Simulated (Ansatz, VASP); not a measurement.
## Y in VASP and in Ansatz

```
CELL_PARAMETERS angstrom
3.18589 0.00000 0.00000
0.00000 3.18589 0.00000
0.00000 0.00000 3.18589
ATOMIC_POSITIONS crystal
Y 0.00000 0.00000 0.00000
```

Alike in both runs: functional PBEsol; k mesh 12 × 12 × 12; occupations gaussian, width 0.1 eV; no spin polarisation.

Ansatz relaxed the structure, and its values are those at the end. VASP's run is a single point on that final structure, the one shown.

|  | VASP | Ansatz |
| --- | --- | --- |
| version | VASP 6.6.1 | Ansatz 0.2.0 |
| potentials or method | VASP PAW PBE potentials, release 64 (Y_sv), cutoff 520 eV | scalar-relativistic, plane waves, PAW |
| valence electrons in the cell | 11 | 11 |

```tsv
	VASP	Ansatz	Ansatz less VASP
gap on the k mesh at the Fermi level (eV)	none	none	-
pressure (GPa)	0.0	0.0	+0.03
```

VASP's potentials were made for PBE, not for PBEsol. A gap of «none» marks a metal or a gap that the smearing closes. The functional is the same, so the differences come from potentials, cutoffs and numerics.
